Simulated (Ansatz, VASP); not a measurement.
Two plane-wave programs on MgSe

```
Mg Se
1.0
     0.00000    2.73667    2.73667
     2.73667    0.00000    2.73667
     2.73667    2.73667    0.00000
Mg Se
1 1
Direct
  0.00000 0.00000 0.00000
  0.50000 0.50000 0.50000
```

Alike in both runs: task single point; functional HSE06; k mesh 8 × 8 × 8; occupations fermi-dirac, width 0.02 eV; no spin polarisation.

```csv
,VASP,Ansatz
version,VASP 6.6.1,Ansatz 0.2.0
potentials or method,"VASP PAW PBE potentials, release 64 (Mg, Se), cutoff 520 eV",PAW plane waves
valence electrons in the cell,8,26
```

Ansatz gave:

```
gap on the k mesh at the Fermi level (eV) : 2.66
pressure (GPa)                            : -0.3
```

Q: Estimate VASP's values.

A: gap on the k mesh at the Fermi level (eV): 2.62; pressure (GPa): -0.6.

The functional is the same, so the differences come from potentials, cutoffs and numerics. VASP's potentials hold 8 valence electrons a cell and Ansatz's 26, so a difference there can come from the potentials and not from the codes. Ansatz's warnings: stress exchange threshold loose, stress scf threshold loose.
